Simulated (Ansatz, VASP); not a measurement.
**RbBr in VASP and in Ansatz**

```
Rb Br
1.0
     4.19222    0.00000    0.00000
     0.00000    4.19222    0.00000
     0.00000    0.00000    4.19222
Rb Br
1 1
Direct
  0.00000 0.00000 0.00000
  0.50000 0.50000 0.50000
```

Alike in both runs: task single point; functional PBE; k mesh 6 × 6 × 6; occupations gaussian, width 0.02 eV; no spin polarisation.

|  | VASP | Ansatz |
| --- | --- | --- |
| version | VASP 6.6.1 | Ansatz 0.2.0 |
| potentials or method | VASP PAW PBE potentials, release 64 (Rb_sv, Br), cutoff 520 eV | scalar-relativistic, plane waves, PAW |
| valence electrons in the cell | 16 | 16 |

Ansatz gave:

```
gap on the k mesh at the Fermi level (eV) : 3.93
least direct gap on the mesh (eV)         : 4.08
pressure (GPa)                            : 0.0
```

Task: Which values does VASP return?

Result: gap on the k mesh at the Fermi level (eV): 3.93; least direct gap on the mesh (eV): 4.08; pressure (GPa): 0.1.

With one functional, cell and mesh, what is left measures potentials, basis and numerics.
